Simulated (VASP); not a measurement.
# Pt: single point with PBEsol

The system is Pt, a slab with vacuum.

```xyz
9
Lattice="2.7702 0.0000 0.0000 0.0000 2.7702 0.0000 0.0000 0.0000 31.6708" Properties=species:S:1:pos:R:3 pbc="T T T"
Pt    0.0000    0.0000    8.0000
Pt    1.3851    1.3851    9.9588
Pt    0.0000    0.0000   11.9177
Pt    1.3851    1.3851   13.8765
Pt    0.0000    0.0000   15.8354
Pt    1.3851    1.3851   17.7942
Pt    0.0000    0.0000   19.7531
Pt    1.3851    1.3851   21.7119
Pt    0.0000    0.0000   23.6708
```

* Program: VASP 6.6.1
* Task: single point
* Functional: PBEsol
* Potentials or basis: VASP PAW PBE potentials, release 64 (Pt)
* Cutoff: 520 eV
* k mesh: 19 × 19 × 1
* Occupations: methfessel-paxton, width 0.1 eV
* Spin: no spin polarisation

```yaml
Largest_force: 0.437 eV/Å
Band_gap_on_the_k_mesh: zero (bands 45 and 46 overlap by 1.55 eV)
```

Forces in eV/Å, atoms in the order of the input:
```
Pt   0.000  0.000  0.437
Pt   0.000  0.000 -0.293
Pt   0.000  0.000 -0.107
Pt   0.000  0.000 -0.048
Pt   0.000  0.000  0.000
Pt   0.000  0.000  0.048
Pt   0.000  0.000  0.107
Pt   0.000  0.000  0.293
Pt   0.000  0.000 -0.437
```

Levels at points of the mesh, in eV from the Fermi level:
| k point | band 42 | band 43 | band 44 | band 45 | band 46 | band 47 | band 48 | band 49 | band 50 | band 51 |
| --- | --- | --- | --- | --- | --- | --- | --- | --- | --- | --- |
| (0.00, 0.00, 0.00) | -0.66 | -0.40 | -0.40 | -0.37 | -0.11 | -0.04 | 0.11 | 0.12 | 0.12 | 0.12 |

Run time: 29 min on 1 thread of Oxide Virtual Turin-like Processor, with other jobs on the host, peak memory 0.68 GiB.

Caveat: the PAW data sets were made with another functional, which shifts forces and pressure a little; spin-orbit coupling is left out, which moves the levels of the heavy elements.
